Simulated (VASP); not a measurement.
# ZnCu (Pm-3m) in VASP: further runs

Runs on ZnCu. Level: PBE. Tasks: electric field gradients.

Program: VASP 6.6.1. These are calculated values, not measurements. Logs are shortened: lines on timing, memory, paths and dates and some standing lists are left out, and cuts for length are marked.

**1. The cell of the first run**

It takes space group Pm-3m (No. 221, cubic). The conventional cell has a = 2.945 Å, b = 2.945 Å, c = 2.945 Å, α = 90.00°, β = 90.00°, γ = 90.00°. Zn (site symmetry m-3m) has 8 Cu at 2.55 Å and 6 Zn at 2.94 Å within 3.4 Å. Within 3.4 Å of Cu (site symmetry m-3m) lie 8 Zn at 2.55 Å and 6 Cu at 2.94 Å.

**2. Electric field gradients, PBE**

The input, INCAR:

```
ALGO = Normal
EDIFF = 1E-8
ENCUT = 520
GGA = PE
ISIF = 2
ISMEAR = -1
LASPH = True
LCHARG = False
LEFG = True
LREAL = False
LWAVE = False
NBANDS = 18
NELM = 100
PREC = Accurate
SIGMA = 0.05
```

The input, KPOINTS:

```
k-points
0
Gamma
  14 14 14
```

The input, POSCAR:

```
ZnCu
1.0
    2.9450000000      0.0000000000      0.0000000000
    0.0000000000      2.9450000000      0.0000000000
    0.0000000000      0.0000000000      2.9450000000
Zn Cu
1 1
Direct
    0.5000000000      0.5000000000      0.5000000000
    0.0000000000      0.0000000000      0.0000000000
```

Potentials or basis: VASP PAW PBE potentials, release 64 (Zn, Cu).

Run with:

```bash
$ cat potpaw_PBE.64/Zn/POTCAR potpaw_PBE.64/Cu/POTCAR > POTCAR
$ mpirun -np 1 vasp_std > vasp.out
```

OUTCAR:

```text
EDIFF = 1E-8
   ENCUT = 520
   GGA = PE
   ISIF = 2
   ISMEAR = -1
   LASPH = True
   LREAL = False
   NELM = 100
   PREC = Accurate

 ion  position               nearest neighbor table
   1  0.500  0.500  0.500-   2 2.55   2 2.55   2 2.55   2 2.55   2 2.55   2 2.55   2 2.55   2 2.55

   2  0.000  0.000  0.000-   1 2.55   1 2.55   1 2.55   1 2.55   1 2.55   1 2.55   1 2.55   1 2.55

  LATTYP: Found a simple cubic cell.
 ALAT       =     2.9450000000

  Lattice vectors:

 A1 = (   2.9450000000,   0.0000000000,   0.0000000000)
 A2 = (   0.0000000000,   2.9450000000,   0.0000000000)
 A3 = (   0.0000000000,   0.0000000000,   2.9450000000)

Analysis of symmetry for initial positions (statically):
=====================================================================
 Subroutine PRICEL returns:
 Original cell was already a primitive cell.

 Routine SETGRP: Setting up the symmetry group for a
 simple cubic supercell.

 Subroutine GETGRP returns: Found 48 space group operations
 (whereof 48 operations were pure point group operations)
 out of a pool of 48 trial point group operations.

The static configuration has the point symmetry O_h .

Analysis of symmetry for dynamics (positions and initial velocities):
=====================================================================
 Subroutine PRICEL returns:
 Original cell was already a primitive cell.

 Routine SETGRP: Setting up the symmetry group for a
 simple cubic supercell.

 Subroutine GETGRP returns: Found 48 space group operations
 (whereof 48 operations were pure point group operations)
 out of a pool of 48 trial point group operations.

The dynamic configuration has the point symmetry O_h .

 Subroutine INISYM returns: Found 48 space group operations
 (whereof 48 operations are pure point group operations),
 and found     1 'primitive' translations

----------------------------------------------------------------------------------------

                                     Primitive cell

  volume of cell :      25.5421

  direct lattice vectors                    reciprocal lattice vectors
     2.945000000  0.000000000  0.000000000     0.339558574  0.000000000  0.000000000
     0.000000000  2.945000000  0.000000000     0.000000000  0.339558574  0.000000000
     0.000000000  0.000000000  2.945000000     0.000000000  0.000000000  0.339558574

  length of vectors
     2.945000000  2.945000000  2.945000000     0.339558574  0.339558574  0.339558574

  position of ions in fractional coordinates (direct lattice)
     0.500000000  0.500000000  0.500000000
     0.000000000  0.000000000  0.000000000

  ion indices of the primitive-cell ions
   primitive index   ion index
                 1           1
                 2           2

----------------------------------------------------------------------------------------

 KPOINTS: k-points

Automatic generation of k-mesh.
 Grid dimensions read from file:
 generate k-points for:   14   14   14

 Generating k-lattice:

  Cartesian coordinates                     Fractional coordinates (reciprocal lattice)
     0.024254184  0.000000000  0.000000000     0.071428571  0.000000000  0.000000000
     0.000000000  0.024254184  0.000000000     0.000000000  0.071428571  0.000000000
     0.000000000  0.000000000  0.024254184     0.000000000  0.000000000  0.071428571

  Length of vectors
     0.024254184  0.024254184  0.024254184

  Shift w.r.t. Gamma in fractional coordinates (k-lattice)
     0.000000000  0.000000000  0.000000000

 Subroutine IBZKPT returns following result:
 ===========================================

 Found    120 irreducible k-points:

 Following reciprocal coordinates:
            Coordinates               Weight
  0.000000  0.000000  0.000000      1.000000
  0.071429  0.000000  0.000000      6.000000
  0.142857  0.000000  0.000000      6.000000
  0.214286  0.000000  0.000000      6.000000
  0.285714  0.000000  0.000000      6.000000
  0.357143  0.000000  0.000000      6.000000
[... 16 lines left out ...]
  0.285714  0.214286  0.000000     24.000000
  0.357143  0.214286  0.000000     24.000000
 [... further k-points ...]
   k-points           NKPTS =    120   k-points in BZ     NKDIM =    120   number of bands    NBANDS=     18
   number of dos      NEDOS =    301   number of ions     NIONS =      2
   total plane-waves  NPLWV =  13824
   dimension x,y,z NGX =    24 NGY =   24 NGZ =   24
   dimension x,y,z NGXF=    48 NGYF=   48 NGZF=   48
   ions per type =               1   1
   NGX,Y,Z   is equivalent  to a cutoff of  13.55, 13.55, 13.55 a.u.
   NGXF,Y,Z  is equivalent  to a cutoff of  27.10, 27.10, 27.10 a.u.
 SYSTEM =  unknown system
   PREC   = accura    normal or accurate (medium, high low for compatibility)
   ISTART =      0    job   : 0-new  1-cont  2-samecut
   ICHARG =      2    charge: 1-file 2-atom 10-const
   ISPIN  =      1    spin polarized calculation?
   LNONCOLLINEAR =      F non collinear calculations
   LSORBIT =      F    spin-orbit coupling
   LASPH  =      T    aspherical Exc in radial PAW
   ENCUT  =  520.0 eV  38.22 Ry    6.18 a.u.   5.48  5.48  5.48*2*pi/ulx,y,z
   NELM   =    100;   NELMIN=  2; NELMDL= -5     # of ELM steps
   EDIFF  = 0.1E-07   stopping-criterion for ELM
   LREAL  =      F    real-space projection
   EDIFFG = 0.1E-06   stopping-criterion for IOM
   NSW    =      0    number of steps for IOM
   IBRION =     -1    ionic relax: 0-MD 1-quasi-New 2-CG
   NFREE  =      0    steps in history (QN), initial steepest desc. (CG)
   ISIF   =      2    stress and relaxation
   ISYM   =      2    0-nonsym 1-usesym 2-fastsym
   POTIM  = 0.5000    time-step for ionic-motion
   TEBEG  =    0.0;   TEEND  =   0.0 temperature during run
   PSTRESS=    0.0 pullay stress
   NELECT =      23.0000    total number of electrons
   NUPDOWN=      -1.0000    fix difference up-down
   EMIN   =  10.00;   EMAX   =-10.00  energy-range for DOS
   EFERMI =   0.00;   METHOD = LEGACY
   ISMEAR =    -1;   SIGMA  =   0.05  broadening in eV -4-tet -1-fermi 0-gaus
   EFERMI_NEDOS =   21; number of points for ismear=-14 and -15
   IALGO  =     38    algorithm
   IMIX   =      4    mixing-type and parameters
     AMIX     =   0.40;   BMIX     =  1.00
     AMIX_MAG =   1.60;   BMIX_MAG =  1.00
  volume/ion in A,a.u.               =      12.77        86.18
  Fermi-wavevector in a.u.,A,eV,Ry     =   1.580880  2.987429 34.003415  2.499180
  Thomas-Fermi vector in A             =   2.681040
   LORBIT       =      0    0 simple, 1 ext, 2 COOP (PROOUT), +10 PAW based schemes
   GGA     = PE    functional components
   LHFCALC =     F    Hartree Fock is set to
   AEXX    =    0.0000 exact exchange contribution
   IVDW    =     0    specifies the selected vdW correction
   LEPSILON=     F    determine dielectric tensor
   LRPA    =     F    only Hartree local field effects (RPA)
 non-spin polarized calculation
  energy-cutoff  :      520.00
  volume of cell :       25.54
 maximum number of plane-waves:       715
 NGX is ok and might be reduce to    24
   NGX = 11   NGY = 11   NGZ = 11

 number of electron      23.0000000 magnetization

 Free energy of the ion-electron system (eV)
  ---------------------------------------------------
  ext. energy  EPLUGINS =         0.00000000
  ---------------------------------------------------
  free energy    TOTEN  =        -5.01279920 eV

  energy without entropy =       -5.00991409  energy(sigma->0) =       -5.01135665

 E-fermi :   5.5592     XC(G=0): -12.4018

 val. band max:        5.4629156324   @ k =   0.5000   0.5000   0.2143
 cond. band min:       5.5712571718   @ k =   0.4286   0.3571   0.2143
 fundamental gap:      0.1083415394
 Fermi energy:         5.5592315250

 k-point     1 :       0.0000    0.0000    0.0000
  band No.  band energies     occupation
      1      -4.7967      2.00000
      2      -2.3086      2.00000
      3      -2.3086      2.00000
      4      -1.6135      2.00000
      5      -1.6135      2.00000
      6      -1.6135      2.00000
[... 10 lines left out ...]
     17      17.8229      0.00000
     18      28.9803      0.00000

 k-point     2 :       0.0714    0.0000    0.0000
  band No.  band energies     occupation
      1      -4.7043      2.00000
      2      -2.2979      2.00000
      3      -2.2886      2.00000
      4      -1.6217      2.00000
      5      -1.6217      2.00000
      6      -1.6095      2.00000
[... 10 lines left out ...]
     17      18.4521      0.00000
     18      27.9097      0.00000

 k-point     3 :       0.1429    0.0000    0.0000
  band No.  band energies     occupation
      1      -4.4300      2.00000
      2      -2.2677      2.00000
      3      -2.2305      2.00000
      4      -1.6446      2.00000
      5      -1.6446      2.00000
      6      -1.5981      2.00000
[... 10 lines left out ...]
     17      20.5168      0.00000
     18      26.2108      0.00000

 k-point     4 :       0.2143    0.0000    0.0000
  band No.  band energies     occupation
      1      -3.9855      2.00000
      2      -2.2234      2.00000
      3      -2.1364      2.00000
      4      -1.6775      2.00000
      5      -1.6775      2.00000
      6      -1.5815      2.00000
[... 10 lines left out ...]
     17      23.1427      0.00000
     18      24.4079      0.00000

 k-point     5 :       0.2857    0.0000    0.0000
  band No.  band energies     occupation
      1      -3.4037      2.00000
      2      -2.1734      2.00000
      3      -1.9964      2.00000
      4      -1.7138      2.00000
      5      -1.7138      2.00000
      6      -1.5629      2.00000
[... 10 lines left out ...]
     17      22.5287      0.00000
     18      22.5287      0.00000

 k-point     6 :       0.3571    0.0000    0.0000
  band No.  band energies     occupation
      1      -2.7966      2.00000
      2      -2.1275      2.00000
      3      -1.7464      2.00000
      4      -1.7464      2.00000
      5      -1.7333      2.00000
      6      -1.5461      2.00000
[... 307 lines left out ...]
 k-point    21 :       0.5000    0.1429    0.0000
  band No.  band energies     occupation
      1      -2.2235      2.00000
      2      -2.0104      2.00000
      3      -2.0017      2.00000
      4      -1.7953      2.00000
      5      -1.6005      2.00000
      6      -0.0429      2.00000
[... 10 lines left out ...]
     17      19.6321      0.00000
     18      20.4563      0.00000

 k-point    22 :       0.2143    0.2143    0.0000
  band No.  band energies     occupation
      1      -3.2551      2.00000
      2      -2.1392      2.00000
      3      -2.0019      2.00000
      4      -1.7115      2.00000
      5      -1.6923      2.00000
      6      -1.6369      2.00000
[... 10 lines left out ...]
     17      23.1399      0.00000
     18      24.2490      0.00000

 k-point    23 :       0.2857    0.2143    0.0000
  band No.  band energies     occupation
      1      -2.8034      2.00000
      2      -2.1161      2.00000
      3      -1.9107      2.00000
      4      -1.7449      2.00000
      5      -1.6543      2.00000
      6      -1.5694      2.00000
[... 10 lines left out ...]
     17      22.9708      0.00000
     18      23.3995      0.00000

 k-point    24 :       0.3571    0.2143    0.0000
  band No.  band energies     occupation
      1      -2.4530      2.00000
      2      -2.1142      2.00000
      3      -1.8667      2.00000
      4      -1.7800      2.00000
      5      -1.6647      2.00000
      6      -1.1322      2.00000
[... 10 lines left out ...]
     17      21.3571      0.00000
     18      22.2847      0.00000

 [... further k-points ...]
[... 5 lines left out ...]
  --------------------------------------------------------------------------------------
  -------------------------------------------------------------------------------------
  Total        0.4484922      0.4484922      0.4484922     -0.0000000     -0.0000000     -0.0000000
  in kB       28.1325784     28.1325784     28.1325784     -0.0000000     -0.0000000     -0.0000000
  external PRESSURE =      28.1325784 kB  Pullay stress =       0.0000000 kB

 VOLUME and BASIS-vectors are now :
 -----------------------------------------------------------------------------
  energy-cutoff  :      520.00
  volume of cell :       25.54
      direct lattice vectors                 reciprocal lattice vectors
     2.945000000  0.000000000  0.000000000     0.339558574  0.000000000  0.000000000
     0.000000000  2.945000000  0.000000000     0.000000000  0.339558574  0.000000000
     0.000000000  0.000000000  2.945000000     0.000000000  0.000000000  0.339558574

 POSITION                                       TOTAL-FORCE (eV/Angst)
 -----------------------------------------------------------------------------------
      1.47250      1.47250      1.47250         0.000000      0.000000      0.000000
      0.00000      0.00000      0.00000         0.000000      0.000000      0.000000
 -----------------------------------------------------------------------------------
    total drift:                                0.000000      0.000000     -0.000000

  FREE ENERGIE OF THE ION-ELECTRON SYSTEM (eV)
  ---------------------------------------------------
  free  energy   TOTEN  =        -5.0127992041 eV

  energy  without entropy=       -5.0099140927  energy(sigma->0) =       -5.01135665

 Electric field gradients (V/A^2)
---------------------------------------------------------------------
 ion       V_xx      V_yy      V_zz      V_xy      V_xz      V_yz
---------------------------------------------------------------------
   1      -0.000    -0.000    -0.000    -0.000     0.000    -0.000
   2      -0.000    -0.000    -0.000    -0.000     0.000    -0.000
---------------------------------------------------------------------

 Electric field gradients after diagonalization (V/A^2)
 (convention: |V_zz| > |V_xx| > |V_yy|)
----------------------------------------------------------------------
 ion       V_xx      V_yy      V_zz     asymmetry (V_yy - V_xx)/ V_zz
----------------------------------------------------------------------
   1      -0.000    -0.000    -0.000      -0.496
   2      -0.000    -0.000    -0.000      -0.094
----------------------------------------------------------------------

           NMR quadrupolar parameters

 Cq : quadrupolar parameter    Cq=e*Q*V_zz/h
 eta: asymmetry parameters     (V_yy - V_xx)/ V_zz
 Q  : nuclear electric quadrupole moment in mb (millibarn)
----------------------------------------------------------------------
 ion       Cq(MHz)       eta       Q (mb)
----------------------------------------------------------------------
   1      -0.000      -0.496       1.000
   2      -0.000      -0.094       1.000
----------------------------------------------------------------------
```

It took 22 s on 1 thread of Intel Xeon Platinum 8559C (Emerald Rapids), shared host; peak memory 0.17 GiB.

Results:

- Free energy: -5.0128 eV
- Pressure: 2.8 GPa

Caveat: without QUAD_EFG the Cq values of the log hold for a quadrupole moment of 1 mb, not for the nuclei.

**3. Electric field gradients, PBE**

The input, INCAR:

```
SYSTEM = ZnCu
PREC     = Accurate       ! precision mode
ENCUT    = 520            ! plane-wave cutoff, eV
EDIFF    = 1E-8           ! SCF threshold, eV
ISMEAR   = -1             ! smearing method
SIGMA    = 0.05           ! smearing width, eV
LREAL    = .FALSE.        ! projectors in reciprocal space
LASPH    = .TRUE.         ! aspherical terms in the spheres
NELM     = 60             ! most SCF steps
ALGO     = Normal         ! electronic algorithm
ISIF     = 2              ! what is computed and relaxed
LWAVE    = .FALSE.        ! write WAVECAR
LCHARG   = .FALSE.        ! write CHGCAR
GGA      = PE             ! functional
LEFG     = .TRUE.       
NBANDS   = 18             ! bands
```

The input, KPOINTS:

```
regular mesh
0
G
  14 14 14
  0 0 0
```

POSCAR is that of step 2.

Potentials or basis: VASP PAW PBE potentials, release 64 (Zn, Cu).

Run with:

```bash
$ cat potpaw_PBE.64/Zn/POTCAR potpaw_PBE.64/Cu/POTCAR > POTCAR
$ mpirun -np 1 vasp_std > vasp.out
```

OUTCAR:

```text
SYSTEM = ZnCu
   PREC = Accurate
   ENCUT = 520
   EDIFF = 1E-8
   ISMEAR = -1
   LREAL = .FALSE.
   LASPH = .TRUE.
   NELM = 60
   ISIF = 2
   GGA = PE

 ion  position               nearest neighbor table
   1  0.500  0.500  0.500-   2 2.55   2 2.55   2 2.55   2 2.55   2 2.55   2 2.55   2 2.55   2 2.55

   2  0.000  0.000  0.000-   1 2.55   1 2.55   1 2.55   1 2.55   1 2.55   1 2.55   1 2.55   1 2.55

  LATTYP: Found a simple cubic cell.
 ALAT       =     2.9450000000

  Lattice vectors:

 A1 = (   2.9450000000,   0.0000000000,   0.0000000000)
 A2 = (   0.0000000000,   2.9450000000,   0.0000000000)
 A3 = (   0.0000000000,   0.0000000000,   2.9450000000)

Analysis of symmetry for initial positions (statically):
=====================================================================
 Subroutine PRICEL returns:
 Original cell was already a primitive cell.

 Routine SETGRP: Setting up the symmetry group for a
 simple cubic supercell.

 Subroutine GETGRP returns: Found 48 space group operations
[... 693 lines left out ...]
     2.945000000  0.000000000  0.000000000     0.339558574  0.000000000  0.000000000
     0.000000000  2.945000000  0.000000000     0.000000000  0.339558574  0.000000000
     0.000000000  0.000000000  2.945000000     0.000000000  0.000000000  0.339558574

 POSITION                                       TOTAL-FORCE (eV/Angst)
 -----------------------------------------------------------------------------------
      1.47250      1.47250      1.47250         0.000000      0.000000      0.000000
      0.00000      0.00000      0.00000         0.000000      0.000000      0.000000
 -----------------------------------------------------------------------------------
    total drift:                                0.000000      0.000000     -0.000000

  FREE ENERGIE OF THE ION-ELECTRON SYSTEM (eV)
  ---------------------------------------------------
  free  energy   TOTEN  =        -5.0127992041 eV

  energy  without entropy=       -5.0099140927  energy(sigma->0) =       -5.01135665

 Electric field gradients (V/A^2)
---------------------------------------------------------------------
 ion       V_xx      V_yy      V_zz      V_xy      V_xz      V_yz
---------------------------------------------------------------------
   1      -0.000    -0.000    -0.000    -0.000     0.000    -0.000
   2      -0.000    -0.000    -0.000    -0.000     0.000    -0.000
---------------------------------------------------------------------

 Electric field gradients after diagonalization (V/A^2)
 (convention: |V_zz| > |V_xx| > |V_yy|)
----------------------------------------------------------------------
 ion       V_xx      V_yy      V_zz     asymmetry (V_yy - V_xx)/ V_zz
----------------------------------------------------------------------
   1      -0.000    -0.000    -0.000      -0.496
   2      -0.000    -0.000    -0.000      -0.094
----------------------------------------------------------------------

           NMR quadrupolar parameters

 Cq : quadrupolar parameter    Cq=e*Q*V_zz/h
 eta: asymmetry parameters     (V_yy - V_xx)/ V_zz
 Q  : nuclear electric quadrupole moment in mb (millibarn)
----------------------------------------------------------------------
 ion       Cq(MHz)       eta       Q (mb)
----------------------------------------------------------------------
   1      -0.000      -0.496       1.000
   2      -0.000      -0.094       1.000
----------------------------------------------------------------------
```

It took 22 s on 1 thread of Intel Xeon Platinum 8559C (Emerald Rapids), shared host; peak memory 0.17 GiB.

What came out:

* Free energy: -5.0128 eV
* Pressure: 2.8 GPa

Caveat: without QUAD_EFG the Cq values of the log hold for a quadrupole moment of 1 mb, not for the nuclei.
